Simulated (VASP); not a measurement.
# CdS (Hawleyite) (F-43m) in VASP: settings compared, part 2 of 2

VASP 6.6.1. Earlier steps stand in the parts before.

### Step 4. Single point, PBEsol

This run uses another cell than the first one, of 25.80 Å³/atom, 1.083 times its volume.

INCAR reads:

```
PREC = Accurate
ENCUT = 520
EDIFF = 1E-6
ISMEAR = -1
SIGMA = 0.05
LREAL = F
LASPH = T
NELM = 100
ALGO = Normal
ISIF = 2
LWAVE = F
LCHARG = F
GGA = PS
NBANDS = 16
```

KPOINTS reads:

```
regular mesh
0
Gamma
  8 8 8
```

POSCAR reads:

```
CdS
1.0
    0.0000000000      2.9548794012      2.9548794012
    2.9548794012      0.0000000000      2.9548794012
    2.9548794012      2.9548794012      0.0000000000
Cd S
1 1
Direct
    0.0000000000      0.0000000000      0.0000000000
    0.7500000000      0.7500000000      0.7500000000
```

Potentials or basis: VASP PAW PBE potentials, release 64 (Cd, S).

Command:

```sh
$ cat potpaw_PBE.64/Cd/POTCAR potpaw_PBE.64/S/POTCAR > POTCAR
$ mpirun -np 1 vasp_std > vasp.out
```

OUTCAR:

```text
PREC = Accurate
   ENCUT = 520
   EDIFF = 1E-6
   ISMEAR = -1
   LREAL = F
   LASPH = T
   NELM = 100
   ISIF = 2
   GGA = PS

 ion  position               nearest neighbor table
   1  0.000  0.000  0.000-   2 2.56   2 2.56   2 2.56   2 2.56
   2  0.750  0.750  0.750-   1 2.56   1 2.56   1 2.56   1 2.56

  LATTYP: Found a face centered cubic cell.
 ALAT       =     5.9097588024

  Lattice vectors:

[... 188 lines left out ...]
      3      -6.7079      2.00000
      4      -6.7079      2.00000
      5      -6.2718      2.00000
      6      -6.2718      2.00000
[... 433 lines left out ...]
      3      -6.5235      2.00000
      4      -6.2950      2.00000
      5      -6.2475      2.00000
      6      -5.8200      2.00000
[... 8 lines left out ...]
     15      12.9632      0.00000
     16      13.8746      0.00000

 [... further k-points ...]
[... 5 lines left out ...]
  --------------------------------------------------------------------------------------
  -------------------------------------------------------------------------------------
  Total       -0.6759762     -0.6759762     -0.6759762      0.0000000      0.0000000      0.0000000
  in kB      -20.9890475    -20.9890475    -20.9890475      0.0000000      0.0000000      0.0000000
  external PRESSURE =     -20.9890475 kB  Pullay stress =       0.0000000 kB

 VOLUME and BASIS-vectors are now :
 -----------------------------------------------------------------------------
  energy-cutoff  :      520.00
  volume of cell :       51.60
      direct lattice vectors                 reciprocal lattice vectors
     0.000000000  2.954879401  2.954879401    -0.169211644  0.169211644  0.169211644
     2.954879401  0.000000000  2.954879401     0.169211644 -0.169211644  0.169211644
     2.954879401  2.954879401  0.000000000     0.169211644  0.169211644 -0.169211644

 POSITION                                       TOTAL-FORCE (eV/Angst)
 -----------------------------------------------------------------------------------
      0.00000      0.00000      0.00000         0.000000      0.000000      0.000000
      4.43232      4.43232      4.43232        -0.000000     -0.000000     -0.000000
 -----------------------------------------------------------------------------------
    total drift:                                0.000000      0.000000      0.000000

  FREE ENERGIE OF THE ION-ELECTRON SYSTEM (eV)
  ---------------------------------------------------
  free  energy   TOTEN  =        -6.8010932192 eV

  energy  without entropy=       -6.8010923159  energy(sigma->0) =       -6.80109277
```

OSZICAR:

```text
N       E                     dE             d eps       ncg     rms          rms(c)
DAV:   1     0.107592719535E+03    0.10759E+03   -0.87775E+03   936   0.101E+03
DAV:   2    -0.303882122911E+01   -0.11063E+03   -0.10432E+03  1144   0.252E+02
DAV:   3    -0.727800110660E+01   -0.42392E+01   -0.42328E+01  1152   0.514E+01
DAV:   4    -0.730407125841E+01   -0.26070E-01   -0.26068E-01  1192   0.396E+00
DAV:   5    -0.730441434576E+01   -0.34309E-03   -0.34309E-03  1096   0.430E-01    0.712E+00
DAV:   6    -0.682261145986E+01    0.48180E+00   -0.80801E-01  1400   0.118E+01    0.585E+00
DAV:   7    -0.680380699539E+01    0.18804E-01   -0.15396E-01  1184   0.277E+00    0.285E+00
DAV:   8    -0.680121749083E+01    0.25895E-02   -0.15318E-02  1072   0.152E+00    0.224E-01
DAV:   9    -0.680099933438E+01    0.21816E-03   -0.18514E-03  1168   0.623E-01    0.573E-02
DAV:  10    -0.680104971301E+01   -0.50379E-04   -0.19338E-04  1128   0.154E-01    0.616E-02
DAV:  11    -0.680109801737E+01   -0.48304E-04   -0.78845E-05  1104   0.773E-02    0.230E-02
DAV:  12    -0.680109274295E+01    0.52744E-05   -0.15898E-05  1264   0.478E-02    0.760E-03
DAV:  13    -0.680109321923E+01   -0.47628E-06   -0.17948E-06  1144   0.800E-03
   1 F= -.68010932E+01 E0= -.68010928E+01  d E =-.903368E-06
```

stdout:

```text
POSCAR found type information on POSCAR CdS
 POSCAR found :  2 types and       2 ions
 scaLAPACK will be used
 -----------------------------------------------------------------------------
|                                                                             |
|                                                                             |
|     You enforced a specific xc type in the INCAR file but a different       |
|     I HOPE YOU KNOW WHAT YOU ARE DOING!                                     |
|                                                                             |
 -----------------------------------------------------------------------------

 LDA part: xc-table for (Slater+PW92), standard interpolation
 POSCAR, INCAR and KPOINTS ok, starting setup
 FFT: planning ... GRIDC
 FFT: planning ... GRID_SOFT
 FFT: planning ... GRID
 WAVECAR not read
 entering main loop
```

It took 7.8 s on 1 thread of Intel Xeon 6975P-C (Granite Rapids), shared host; peak memory 0.18 GiB.

What came out:

| Property | Result |
| --- | --- |
| Free energy | -6.8011 eV |
| Pressure | -2.1 GPa |
| Band gap on the k mesh | 0.93 eV, direct |

Levels at points of the mesh, in eV from the valence-band top:
```csv
k point,band 6,band 7,band 8,band 9,band 10,band 11,band 12,band 13
"(0.00, 0.00, 0.00)",-7.16,0.00,0.00,0.00,0.93,6.45,6.45,6.45
"(0.50, 0.00, 0.00)",-6.81,-4.25,-0.71,-0.71,2.83,6.91,6.91,7.21
"(0.50, 0.50, 0.00)",-6.75,-3.84,-1.78,-1.78,3.46,4.20,8.91,10.44
```

Caveat: the PAW data sets were made with another functional, which shifts forces and pressure a little.

### Step 5. Single point, BLYP

This run uses another cell than the first one, of 24.81 Å³/atom, 1.042 times its volume.

INCAR reads:

```
SYSTEM = CdS
PREC     = Accurate       ! precision mode
ENCUT    = 520            ! plane-wave cutoff, eV
EDIFF    = 1E-6           ! SCF threshold, eV
ISMEAR   = -1             ! smearing method
SIGMA    = 0.05           ! smearing width, eV
LREAL    = .FALSE.        ! projectors in reciprocal space
LASPH    = .TRUE.         ! aspherical terms in the spheres
NELM     = 60             ! most SCF steps
ALGO     = Normal         ! electronic algorithm
ISIF     = 2              ! what is computed and relaxed
LWAVE    = .FALSE.        ! write WAVECAR
LCHARG   = .FALSE.        ! write CHGCAR
GGA      = B5             ! functional
ALDAX    = 1.0          
AGGAX    = 1.0          
AGGAC    = 1.0          
ALDAC    = 0.0          
NBANDS   = 16             ! bands
```

KPOINTS reads:

```
Automatic mesh
0
G
  8 8 8
  0 0 0
```

POSCAR reads:

```
CdS
1.0
    0.0000000000      2.9165000000      2.9165000000
    2.9165000000      0.0000000000      2.9165000000
    2.9165000000      2.9165000000      0.0000000000
Cd S
1 1
Direct
    0.0000000000      0.0000000000      0.0000000000
    0.7500000000      0.7500000000      0.7500000000
```

Command:

```sh
$ cat potpaw_PBE.64/Cd/POTCAR potpaw_PBE.64/S/POTCAR > POTCAR
$ mpirun -np 1 vasp_std > vasp.out
```

Wall time 26 s (1 thread of Intel Xeon Platinum 8259CL at 2.50GHz (Skylake/Cascade Lake), shared host); peak memory 0.18 GiB.

It converged, with:

```yaml
Free_energy: -5.1108 eV
Pressure: 6.5 GPa
Band_gap_on_the_k_mesh: 1.12 eV, direct
```

Levels at points of the mesh, in eV from the valence-band top:
```tsv
k point	band 6	band 7	band 8	band 9	band 10	band 11	band 12	band 13
(0.00, 0.00, 0.00)	-7.30	0.00	0.00	0.00	1.12	6.56	6.56	6.56
(0.50, 0.00, 0.00)	-6.93	-4.37	-0.75	-0.75	2.99	7.05	7.05	7.54
(0.50, 0.50, 0.00)	-6.86	-3.95	-1.86	-1.86	3.65	4.35	9.28	10.74
```

Caveat: the PAW data sets were made with another functional, which shifts forces and pressure a little.

### Step 6. Overview

```csv
level,cell,gap on the mesh (eV),pressure (GPa)
PBEsol,"a = 4.069 Å, angles 60.0°, 2 atoms",1.09,2.9
PBEsol,"a = 4.152 Å, angles 60.0°, 2 atoms",0.97,-1.1
PBEsol,"a = 4.179 Å, angles 60.0°, 2 atoms",0.93,-2.1
BLYP,"a = 4.125 Å, angles 60.0°, 2 atoms",1.12,6.5
```

Alike in all rows: task single point; potentials or basis VASP PAW PBE potentials, release 64 (Cd, S); no spin polarisation; k mesh 8 × 8 × 8; cutoff (eV) 520; smearing fermi-dirac 0.05 eV.

Caveats: the PAW data sets were made with another functional, which shifts forces and pressure a little.

Absolute energies hang on the potentials; compare differences alone.
